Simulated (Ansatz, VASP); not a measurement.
## F in VASP and in Ansatz

File POSCAR:

```
F
1.0
    2.6008784203     -1.4917119192     -0.0066657971
    2.6008784203      1.4917119192     -0.0066657971
   -2.0794375002      0.0000000000      6.7794622840
F
4
Direct
    0.5053995766      0.5053995766      0.4025797552
    0.0852977317      0.0852977317      0.0971240918
    0.4946004234      0.4946004234      0.5974202448
    0.9147022683      0.9147022683      0.9028759082
```

File INCAR.step1:

```
SYSTEM = F
PREC = Accurate
ENCUT = 520
EDIFF = 1E-5
ISMEAR = 0
SIGMA = 0.01
LREAL = .False.
LASPH = .True.
NELM = 80
ALGO = Normal
ISIF = 2
LWAVE = .True.
GGA = PE
NBANDS = 22
```

Contents of INCAR.step2:

```
SYSTEM = F
PREC = Accurate
ENCUT = 520
EDIFF = 1E-6
ISMEAR = 0
SIGMA = 0.01
LREAL = .False.
LASPH = .True.
NELM = 80
ALGO = Normal
ISIF = 2
LWAVE = .False.
LCHARG = .True.
GGA = PE
LHFCALC = .True.
AEXX = 0.15
HFSCREEN = 0.1
PRECFOCK = Normal
LELF = .True.
LVHAR = .True.
ISTART = 1
NBANDS = 22
```

Contents of KPOINTS:

```
regular mesh
0
Gamma
  4 4 2
  0 0 0
```

Input for Ansatz:

```yaml
crystal:
  lattice:
    - [2.6008784203, -1.4917119192, -0.0066657971]
    - [2.6008784203, 1.4917119192, -0.0066657971]
    - [-2.0794375002, 0.0, 6.779462284]
  atoms:
    - { symbol: F, position: [0.5053995766, 0.5053995766, 0.4025797552] }
    - { symbol: F, position: [0.0852977317, 0.0852977317, 0.0971240918] }
    - { symbol: F, position: [0.4946004234, 0.4946004234, 0.5974202448] }
    - { symbol: F, position: [0.9147022683, 0.9147022683, 0.9028759082] }
kpoints:
  mp_grid: { grid: [4, 4, 2] }
hamiltonian:
  xc: { exchange: pbe, correlation: pbe, exx: { coeff: 0.15, omega: 0.1 } }
scf:
  occupations: { method: fixed }
  n_extra_bands: 5
output:
  forces: true
  stress: true
  eigenvalues: true
```

Alike in both runs: task single point; functional PBE-based screened hybrid with a share of 0.15 of exact exchange and HFSCREEN = 0.1; k mesh 4 × 4 × 2; no spin polarisation.

```csv
,VASP,Ansatz
version,VASP 6.6.1,Ansatz 0.2.0
potentials or method,"VASP PAW PBE potentials, release 64 (F)",plane waves
plane-wave cutoff (eV),520,420
occupations,"gaussian, width 0.01 eV",fixed
valence electrons in the cell,28,28
```

VASP gave:

| Item | Value |
| --- | --- |
| gap on the k mesh at the Fermi level (eV) | 4.77 |
| pressure (GPa) | 2.4 |
| traceless stress, the component that is largest in VASP (GPa) | 0.29 |
| rms of the force components (eV/Å) | 0.034 |

**Question.** Which values does Ansatz return?

**Answer.** gap on the k mesh at the Fermi level (eV): 4.83; pressure (GPa): 1.8; traceless stress, the component that is largest in VASP (GPa): -1.84; rms of the force components (eV/Å): 0.231.

VASP's potentials were made for PBE, not for PBE-based screened hybrid. Atom by atom the forces differ by 0.265 eV/Å (rms over components). Ansatz's warnings: stress exchange threshold loose, stress scf threshold loose.

The k mesh is coarse, so the values compare programs but aren't converged.
